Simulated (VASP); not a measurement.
Write the native input for VASP 6.6.1 that does the following.

| Quantity | Value |
| --- | --- |
| Task | single point |
| Functional | PBE |
| Potentials or basis | VASP PAW PBE potentials, release 64 (C, O) |
| Cutoff | 520 eV |
| k mesh | 10 × 10 × 10 |
| Occupations | fermi-dirac, width 0.02 eV |
| Spin | no spin polarisation |
| Dipole correction | no |
| Further INCAR settings | ALGO = Normal; EDIFF = 1e-07; NBANDS = 25 |

The structure of CO2 lies in POSCAR:

```
CO2
1.0
   -1.9548127153      1.9548127153      2.9673315043
    1.9548127153     -1.9548127153      2.9673315043
    1.9548127153      1.9548127153     -2.9673315043
C O
2 4
Direct
    0.0000000000      0.0000000000      0.0000000000
    0.7500000000      0.2500000000      0.5000000000
    0.3750000000      0.2923507872      0.4173507872
    0.7076492128      0.1250000000      0.0826492128
    0.8750000000      0.9576492128      0.5826492128
    0.0423507872      0.6250000000      0.9173507872
```

These files were run (other wordings do the same):

INCAR

```
SYSTEM = CO2
PREC = Accurate
ENCUT = 520
EDIFF = 1E-7
ISMEAR = -1
SIGMA = 0.02
LREAL = .False.
LASPH = .True.
NELM = 100
ALGO = Normal
ISIF = 2
LWAVE = .False.
LCHARG = .False.
GGA = PE
NBANDS = 25
```

KPOINTS

```
Automatic mesh
0
Gamma
  10 10 10
  0 0 0
```

Potentials or basis: VASP PAW PBE potentials, release 64 (C, O).

Run with:

```console
$ cat potpaw_PBE.64/C/POTCAR potpaw_PBE.64/O/POTCAR > POTCAR
$ mpirun -np 1 vasp_std > vasp.out
```

It gave:

```yaml
Pressure: 9.2 GPa
Largest_force: 0.341 eV/Å
Band_gap_on_the_k_mesh: 7.74 eV, indirect (least direct gap 8.17 eV)
```

Wall time 75 s on 1 thread of AMD EPYC 9R45 96-Core Processor (Zen 5), with other jobs on the host, peak memory 0.19 GiB.
